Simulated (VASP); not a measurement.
# Na (Im-3m) in VASP: a series of runs

The runs below take Na through single point, with PBEsol, r2SCAN.

Program: VASP 6.6.1. These are calculated values, not measurements. Logs are shortened: lines on timing, memory, paths and dates and some standing lists are left out, and cuts for length are marked.

## 1. The cell of the first run

It takes space group Im-3m (No. 229, cubic). Conventional cell: a = 4.170 Å, b = 4.170 Å, c = 4.170 Å, α = 90.00°, β = 90.00°, γ = 90.00°. Na (site symmetry m-3m) has 14 Na at 3.61 to 4.17 Å within 4.7 Å.

## 2. Single point, PBEsol

INCAR

```
ALGO = Normal
EDIFF = 1E-7
ENCUT = 520
GGA = PS
ISIF = 2
ISMEAR = -1
LASPH = True
LCHARG = False
LREAL = False
LWAVE = False
NBANDS = 10
NELM = 60
PREC = Accurate
SIGMA = 0.05
```

KPOINTS

```
k-points
0
Gamma
  10 10 10
```

POSCAR

```
Na
1.0
   -2.0850000000      2.0850000000      2.0850000000
    2.0850000000     -2.0850000000      2.0850000000
    2.0850000000      2.0850000000     -2.0850000000
Na
1
Direct
    0.0000000000      0.0000000000      0.0000000000
```

Potentials or basis: VASP PAW PBE potentials, release 64 (Na_pv).

Started as:

```sh
> cat potpaw_PBE.64/Na_pv/POTCAR > POTCAR
> mpirun -np 1 vasp_std > vasp.out
```

OUTCAR:

```text
EDIFF = 1E-7
   ENCUT = 520
   GGA = PS
   ISIF = 2
   ISMEAR = -1
   LASPH = True
   LREAL = False
   NELM = 60
   PREC = Accurate

 ion  position               nearest neighbor table
   1  0.000  0.000  0.000-

  LATTYP: Found a body centered cubic cell.
 ALAT       =     4.1700000000

  Lattice vectors:

 A1 = (  -2.0850000000,   2.0850000000,   2.0850000000)
 A2 = (   2.0850000000,  -2.0850000000,   2.0850000000)
 A3 = (   2.0850000000,   2.0850000000,  -2.0850000000)

Analysis of symmetry for initial positions (statically):
=====================================================================
 Subroutine PRICEL returns:
 Original cell was already a primitive cell.

 Routine SETGRP: Setting up the symmetry group for a
 body centered cubic supercell.

 Subroutine GETGRP returns: Found 48 space group operations
 (whereof 48 operations were pure point group operations)
 out of a pool of 48 trial point group operations.

The static configuration has the point symmetry O_h .

Analysis of symmetry for dynamics (positions and initial velocities):
=====================================================================
 Subroutine PRICEL returns:
 Original cell was already a primitive cell.

 Routine SETGRP: Setting up the symmetry group for a
 body centered cubic supercell.

 Subroutine GETGRP returns: Found 48 space group operations
 (whereof 48 operations were pure point group operations)
 out of a pool of 48 trial point group operations.

The dynamic configuration has the point symmetry O_h .

 Subroutine INISYM returns: Found 48 space group operations
 (whereof 48 operations are pure point group operations),
 and found     1 'primitive' translations

----------------------------------------------------------------------------------------

                                     Primitive cell

  volume of cell :      36.2559

  direct lattice vectors                    reciprocal lattice vectors
    -2.085000000  2.085000000  2.085000000     0.000000000  0.239808153  0.239808153
     2.085000000 -2.085000000  2.085000000     0.239808153  0.000000000  0.239808153
     2.085000000  2.085000000 -2.085000000     0.239808153  0.239808153  0.000000000

  length of vectors
     3.611325934  3.611325934  3.611325934     0.339139943  0.339139943  0.339139943

  position of ions in fractional coordinates (direct lattice)
     0.000000000  0.000000000  0.000000000

  ion indices of the primitive-cell ions
   primitive index   ion index
                 1           1

----------------------------------------------------------------------------------------

 KPOINTS: k-points

Automatic generation of k-mesh.
 Grid dimensions read from file:
 generate k-points for:   10   10   10

 Generating k-lattice:

  Cartesian coordinates                     Fractional coordinates (reciprocal lattice)
     0.000000000  0.023980815  0.023980815     0.100000000  0.000000000  0.000000000
     0.023980815  0.000000000  0.023980815     0.000000000  0.100000000  0.000000000
     0.023980815  0.023980815  0.000000000     0.000000000  0.000000000  0.100000000

  Length of vectors
     0.033913994  0.033913994  0.033913994

  Shift w.r.t. Gamma in fractional coordinates (k-lattice)
     0.000000000  0.000000000  0.000000000

 Subroutine IBZKPT returns following result:
 ===========================================

 Found     47 irreducible k-points:

 Following reciprocal coordinates:
            Coordinates               Weight
  0.000000  0.000000  0.000000      1.000000
  0.100000  0.000000  0.000000     12.000000
  0.200000  0.000000  0.000000     12.000000
  0.300000  0.000000  0.000000     12.000000
  0.400000  0.000000  0.000000     12.000000
  0.500000  0.000000  0.000000      6.000000
[... 16 lines left out ...]
  0.300000  0.300000  0.100000      8.000000
 -0.300000  0.300000  0.100000     24.000000
 [... further k-points ...]
   k-points           NKPTS =     47   k-points in BZ     NKDIM =     47   number of bands    NBANDS=     10
   number of dos      NEDOS =    301   number of ions     NIONS =      1
   total plane-waves  NPLWV =  21952
   dimension x,y,z NGX =    28 NGY =   28 NGZ =   28
   dimension x,y,z NGXF=    56 NGYF=   56 NGZF=   56
   ions per type =               1
   NGX,Y,Z   is equivalent  to a cutoff of  12.89, 12.89, 12.89 a.u.
   NGXF,Y,Z  is equivalent  to a cutoff of  25.78, 25.78, 25.78 a.u.
 SYSTEM =  unknown system
   PREC   = accura    normal or accurate (medium, high low for compatibility)
   ISTART =      0    job   : 0-new  1-cont  2-samecut
   ICHARG =      2    charge: 1-file 2-atom 10-const
   ISPIN  =      1    spin polarized calculation?
   LNONCOLLINEAR =      F non collinear calculations
   LSORBIT =      F    spin-orbit coupling
   LASPH  =      T    aspherical Exc in radial PAW
   ENCUT  =  520.0 eV  38.22 Ry    6.18 a.u.   6.71  6.71  6.71*2*pi/ulx,y,z
   NELM   =     60;   NELMIN=  2; NELMDL= -5     # of ELM steps
   EDIFF  = 0.1E-06   stopping-criterion for ELM
   LREAL  =      F    real-space projection
   EDIFFG = 0.1E-05   stopping-criterion for IOM
   NSW    =      0    number of steps for IOM
   IBRION =     -1    ionic relax: 0-MD 1-quasi-New 2-CG
   NFREE  =      0    steps in history (QN), initial steepest desc. (CG)
   ISIF   =      2    stress and relaxation
   ISYM   =      2    0-nonsym 1-usesym 2-fastsym
   POTIM  = 0.5000    time-step for ionic-motion
   TEBEG  =    0.0;   TEEND  =   0.0 temperature during run
   PSTRESS=    0.0 pullay stress
   NELECT =       7.0000    total number of electrons
   NUPDOWN=      -1.0000    fix difference up-down
   EMIN   =  10.00;   EMAX   =-10.00  energy-range for DOS
   EFERMI =   0.00;   METHOD = LEGACY
   ISMEAR =    -1;   SIGMA  =   0.05  broadening in eV -4-tet -1-fermi 0-gaus
   EFERMI_NEDOS =   21; number of points for ismear=-14 and -15
   IALGO  =     38    algorithm
   IMIX   =      4    mixing-type and parameters
     AMIX     =   0.40;   BMIX     =  1.00
     AMIX_MAG =   1.60;   BMIX_MAG =  1.00
  volume/ion in A,a.u.               =      36.26       244.67
  Fermi-wavevector in a.u.,A,eV,Ry     =   0.946197  1.788053 12.181137  0.895288
  Thomas-Fermi vector in A             =   2.074171
   LORBIT       =      0    0 simple, 1 ext, 2 COOP (PROOUT), +10 PAW based schemes
   GGA     = PS    functional components
   LHFCALC =     F    Hartree Fock is set to
   AEXX    =    0.0000 exact exchange contribution
   IVDW    =     0    specifies the selected vdW correction
   LEPSILON=     F    determine dielectric tensor
   LRPA    =     F    only Hartree local field effects (RPA)
 non-spin polarized calculation
  energy-cutoff  :      520.00
  volume of cell :       36.26
 maximum number of plane-waves:       987
   NGX = 13   NGY = 13   NGZ = 13

 number of electron       6.9999995 magnetization

 Free energy of the ion-electron system (eV)
  ---------------------------------------------------
  ext. energy  EPLUGINS =         0.00000000
  ---------------------------------------------------
  free energy    TOTEN  =        -1.39693012 eV

  energy without entropy =       -1.39110347  energy(sigma->0) =       -1.39401680

 E-fermi :   0.3490     XC(G=0):  -6.5600

 val. band max:        0.3378112172   @ k =  -0.3000   0.4000   0.2000
 cond. band min:       0.5036324382   @ k =  -0.4000   0.4000   0.2000
 fundamental gap:      0.1658212210
 Fermi energy:         0.3489854072

 k-point     1 :       0.0000    0.0000    0.0000
  band No.  band energies     occupation
      1     -24.3985      2.00000
      2     -24.3985      2.00000
      3     -24.3985      2.00000
      4      -2.9557      2.00000
      5      12.2465      0.00000
      6      12.2465      0.00000
      7      12.2465      0.00000
      8      13.2643      0.00000
      9      13.2643      0.00000
     10      13.8158      0.00000

 k-point     2 :       0.1000    0.0000    0.0000
  band No.  band energies     occupation
      1     -24.4023      2.00000
      2     -24.3997      2.00000
      3     -24.3985      2.00000
      4      -2.7768      2.00000
      5      10.2870      0.00000
      6      11.3059      0.00000
      7      11.6662      0.00000
      8      12.1815      0.00000
      9      12.6389      0.00000
     10      14.2382      0.00000

 k-point     3 :       0.2000    0.0000    0.0000
  band No.  band energies     occupation
      1     -24.4121      2.00000
      2     -24.4030      2.00000
      3     -24.3985      2.00000
      4      -2.2441      2.00000
      5       7.6819      0.00000
      6      10.1770      0.00000
      7      10.8355      0.00000
      8      11.1237      0.00000
      9      12.1339      0.00000
     10      14.5574      0.00000

 k-point     4 :       0.3000    0.0000    0.0000
  band No.  band energies     occupation
      1     -24.4242      2.00000
      2     -24.4071      2.00000
      3     -24.3984      2.00000
      4      -1.3685      2.00000
      5       5.3078      0.00000
      6       9.3395      0.00000
      7      10.1968      0.00000
      8      10.3639      0.00000
      9      11.5240      0.00000
     10      15.3023      0.00000
[... 222 lines left out ...]
 k-point    22 :      -0.2000    0.2000    0.1000
  band No.  band energies     occupation
      1     -24.4121      2.00000
      2     -24.4044      2.00000
      3     -24.4015      2.00000
      4      -2.0677      2.00000
      5       7.7953      0.00000
      6       9.0985      0.00000
      7       9.9318      0.00000
      8      11.6579      0.00000
      9      12.1745      0.00000
     10      13.8023      0.00000

 k-point    23 :       0.3000    0.3000    0.1000
  band No.  band energies     occupation
      1     -24.4229      2.00000
      2     -24.4229      2.00000
      3     -24.4065      2.00000
      4       2.5478      0.00000
      5       2.5478      0.00000
      6       3.5282      0.00000
      7       6.5231      0.00000
      8      15.5086      0.00000
      9      15.5086      0.00000
     10      16.4730      0.00000

 k-point    24 :      -0.3000    0.3000    0.1000
  band No.  band energies     occupation
      1     -24.4236      2.00000
      2     -24.4085      2.00000
      3     -24.4014      2.00000
      4      -1.1952      2.00000
      5       5.4544      0.00000
      6       8.3260      0.00000
      7       9.2993      0.00000
      8      11.5202      0.00000
      9      12.0811      0.00000
     10      13.2278      0.00000

 [... further k-points ...]
[... 5 lines left out ...]
  --------------------------------------------------------------------------------------
  -------------------------------------------------------------------------------------
  Total        0.0052972      0.0052972      0.0052972      0.0000000     -0.0000000      0.0000000
  in kB        0.2340870      0.2340870      0.2340870      0.0000000     -0.0000000      0.0000000
  external PRESSURE =       0.2340870 kB  Pullay stress =       0.0000000 kB

 VOLUME and BASIS-vectors are now :
 -----------------------------------------------------------------------------
  energy-cutoff  :      520.00
  volume of cell :       36.26
      direct lattice vectors                 reciprocal lattice vectors
    -2.085000000  2.085000000  2.085000000     0.000000000  0.239808153  0.239808153
     2.085000000 -2.085000000  2.085000000     0.239808153  0.000000000  0.239808153
     2.085000000  2.085000000 -2.085000000     0.239808153  0.239808153  0.000000000

 POSITION                                       TOTAL-FORCE (eV/Angst)
 -----------------------------------------------------------------------------------
      0.00000      0.00000      0.00000        -0.000000      0.000000      0.000000
 -----------------------------------------------------------------------------------
    total drift:                                0.000000     -0.000000      0.000000

  FREE ENERGIE OF THE ION-ELECTRON SYSTEM (eV)
  ---------------------------------------------------
  free  energy   TOTEN  =        -1.3969301191 eV

  energy  without entropy=       -1.3911034729  energy(sigma->0) =       -1.39401680
```

Run time: 9.6 s. Hardware: 1 thread of AMD EPYC 7R43 (Zen 3), shared host; peak memory 0.12 GiB.

What came out:

* Free energy: -1.3969 eV
* Pressure: 0.0 GPa

Caveat: the PAW data sets were made with another functional, which shifts forces and pressure a little.

## 3. Single point, r2SCAN

POSCAR is that of step 2.

INCAR.step1

```
SYSTEM = Na
PREC     = Accurate       ! precision mode
ENCUT    = 520            ! plane-wave cutoff, eV
ISMEAR   = -1             ! smearing method
SIGMA    = 0.05           ! smearing width, eV
LREAL    = .False.        ! projectors in reciprocal space
LASPH    = .True.         ! aspherical terms in the spheres
NELM     = 100            ! most SCF steps
NBANDS   = 10             ! bands
GGA      = PE             ! functional
ALGO     = Normal         ! electronic algorithm
EDIFF    = 1E-4           ! SCF threshold, eV
LWAVE    = .True.         ! write WAVECAR
LCHARG   = .False.        ! write CHGCAR
```

INCAR.step2

```
SYSTEM = Na
PREC     = Accurate       ! precision mode
ENCUT    = 520            ! plane-wave cutoff, eV
EDIFF    = 1E-7           ! SCF threshold, eV
ISMEAR   = -1             ! smearing method
SIGMA    = 0.05           ! smearing width, eV
LREAL    = .False.        ! projectors in reciprocal space
LASPH    = .True.         ! aspherical terms in the spheres
NELM     = 100            ! most SCF steps
ALGO     = Normal         ! electronic algorithm
ISIF     = 2              ! what is computed and relaxed
LWAVE    = .False.        ! write WAVECAR
LCHARG   = .True.         ! write CHGCAR
METAGGA  = R2SCAN         ! meta-GGA
LMIXTAU  = .True.       
LELF     = .True.         ! ELF
LVHAR    = .True.       
NBANDS   = 10             ! bands
ISTART   = 1
```

KPOINTS

```
regular mesh
0
Gamma
  10 10 10
  0 0 0
```

Potentials or basis: VASP PAW PBE potentials, release 64 (Na_pv).

Started as:

```sh
> cat potpaw_PBE.64/Na_pv/POTCAR > POTCAR
> cp INCAR.step1 INCAR
> mpirun -np 1 vasp_std > vasp.out
> cp INCAR.step2 INCAR
> mpirun -np 1 vasp_std > vasp.out
```

OUTCAR:

```text
SYSTEM = Na
   PREC = Accurate
   ENCUT = 520
   EDIFF = 1E-7
   ISMEAR = -1
   LREAL = .False.
   LASPH = .True.
   NELM = 100
   ISIF = 2
   METAGGA = R2SCAN
   ISTART = 1

 ion  position               nearest neighbor table
   1  0.000  0.000  0.000-

  LATTYP: Found a body centered cubic cell.
 ALAT       =     4.1700000000

  Lattice vectors:

 A1 = (  -2.0850000000,   2.0850000000,   2.0850000000)
 A2 = (   2.0850000000,  -2.0850000000,   2.0850000000)
 A3 = (   2.0850000000,   2.0850000000,  -2.0850000000)

Analysis of symmetry for initial positions (statically):
=====================================================================
 Subroutine PRICEL returns:
 Original cell was already a primitive cell.

 Routine SETGRP: Setting up the symmetry group for a
 body centered cubic supercell.

 Subroutine GETGRP returns: Found 48 space group operations
 (whereof 48 operations were pure point group operations)
 out of a pool of 48 trial point group operations.

The static configuration has the point symmetry O_h .

Analysis of symmetry for dynamics (positions and initial velocities):
=====================================================================
[... 156 lines left out ...]

 val. band max:        0.3827766434   @ k =  -0.3000   0.4000   0.2000
 cond. band min:       0.5569931203   @ k =  -0.4000   0.4000   0.2000
 fundamental gap:      0.1742164770
 Fermi energy:         0.3916570472

 k-point     1 :       0.0000    0.0000    0.0000
  band No.  band energies     occupation
      1     -25.5801      2.00000
      2     -25.5801      2.00000
      3     -25.5799      2.00000
      4      -3.1253      2.00000
      5      12.9751      0.00000
      6      12.9756      0.00000
      7      12.9756      0.00000
      8      14.2020      0.00000
      9      14.2020      0.00000
     10      14.8236      0.00000
[... 287 lines left out ...]
 k-point    24 :      -0.3000    0.3000    0.1000
  band No.  band energies     occupation
      1     -25.6053      2.00000
      2     -25.5899      2.00000
      3     -25.5828      2.00000
      4      -1.2481      2.00000
      5       5.8673      0.00000
      6       8.9326      0.00000
      7      10.0551      0.00000
      8      12.3968      0.00000
      9      13.1240      0.00000
     10      14.3234      0.00000

 [... further k-points ...]
[... 5 lines left out ...]
  --------------------------------------------------------------------------------------
  -------------------------------------------------------------------------------------
  Total        0.0958669      0.0958669      0.0958669     -0.0000000     -0.0000000      0.0000000
  in kB        4.2364403      4.2364403      4.2364403     -0.0000000     -0.0000000      0.0000000
  external PRESSURE =       4.2364403 kB  Pullay stress =       0.0000000 kB

 VOLUME and BASIS-vectors are now :
 -----------------------------------------------------------------------------
  energy-cutoff  :      520.00
  volume of cell :       36.26
      direct lattice vectors                 reciprocal lattice vectors
    -2.085000000  2.085000000  2.085000000     0.000000000  0.239808153  0.239808153
     2.085000000 -2.085000000  2.085000000     0.239808153  0.000000000  0.239808153
     2.085000000  2.085000000 -2.085000000     0.239808153  0.239808153  0.000000000

 POSITION                                       TOTAL-FORCE (eV/Angst)
 -----------------------------------------------------------------------------------
      0.00000      0.00000      0.00000        -0.000000      0.000000      0.000000
 -----------------------------------------------------------------------------------
    total drift:                                0.000000     -0.000000      0.000000

  FREE ENERGIE OF THE ION-ELECTRON SYSTEM (eV)
  ---------------------------------------------------
  free  energy   TOTEN  =        -3.5491839040 eV

  energy  without entropy=       -3.5434996112  energy(sigma->0) =       -3.54634176
```

Run time: 73 s. Hardware: 1 thread of AMD EPYC 7R43 (Zen 3), shared host; peak memory 0.13 GiB.

What came out:

| Item | Value |
| --- | --- |
| Free energy | -3.5492 eV |
| Pressure | 0.4 GPa |

Levels at points of the mesh, in eV from the Fermi level:
| k point | band 1 | band 2 | band 3 | band 4 | band 5 | band 6 | band 7 | band 8 |
| --- | --- | --- | --- | --- | --- | --- | --- | --- |
| (0.00, 0.00, 0.00) | -25.97 | -25.97 | -25.97 | -3.52 | 12.58 | 12.58 | 12.58 | 13.81 |
| (0.50, 0.00, 0.00) | -26.01 | -25.98 | -25.97 | 0.75 | 1.47 | 8.77 | 10.18 | 10.21 |
| (0.50, 0.50, 0.50) | -26.00 | -26.00 | -26.00 | 4.75 | 4.75 | 5.40 | 5.40 | 5.40 |

Caveat: the PAW data sets were made with another functional, which shifts forces and pressure a little.
